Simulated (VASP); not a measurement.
# InSb: single point with PBEsol

**Measured values to compare with.**

From “Electronic Structure and Epitaxy of CdTe Shells on InSb Nanowires”, 2021, arxiv:2111.05126, for a bulk crystal of InSb: band gap 0.24 eV.

The system is InSb.

```
In Sb
1.0
     0.00000    3.28391    3.28391
     3.28391    0.00000    3.28391
     3.28391    3.28391    0.00000
In Sb
1 1
Direct
  0.00000 0.00000 0.00000
  0.25000 0.25000 0.25000
```

```json
{"Program": "VASP 6.6.1", "Task": "single point", "Functional": "PBEsol", "Potentials or basis": "VASP PAW PBE potentials, release 64 (In_d, Sb)", "Cutoff": "520 eV", "k mesh": "12 × 12 × 12", "Occupations": "gaussian, width 0.1 eV", "Spin": "no spin polarisation"}
```

| Item | Value |
| --- | --- |
| Pressure | -0.9 GPa |
| Band gap on the k mesh | zero (filled and empty bands touch) |

Levels at points of the mesh, in eV from the Fermi level:
```tsv
k point	band 7	band 8	band 9	band 10	band 11	band 12
(0.00, 0.00, 0.00)	-0.55	-0.06	-0.06	-0.06	2.88	2.88
(0.50, 0.00, 0.00)	-5.53	-1.01	-1.01	0.34	3.71	3.71
(0.50, 0.50, 0.00)	-5.84	-2.20	-2.20	1.23	1.27	7.82
```

Wall time 71 s on 1 thread of Intel(R) Xeon(R) Platinum 8375C CPU @ 2.90GHz (Ice Lake), on a shared host, peak memory 0.25 GiB.

Against the measured gap of InSb, 0.24 eV (quoted in “Electronic Structure and Epitaxy of CdTe Shells on InSb Nanowires”, 2021, arxiv:2111.05126), the calculated 0.00 eV is off by -0.24 eV. Spin-orbit coupling on In, Sb is left out. The value is that of PBEsol on a finite k mesh, which can miss the band edges, without temperature or zero-point motion. Semilocal functionals fall short of measured gaps as a rule.

Caveat: semilocal functionals underestimate gaps, so a narrow gap can read as zero; the PAW data sets were made with another functional, which shifts forces and pressure a little; spin-orbit coupling is left out, which moves the levels of the heavy elements.
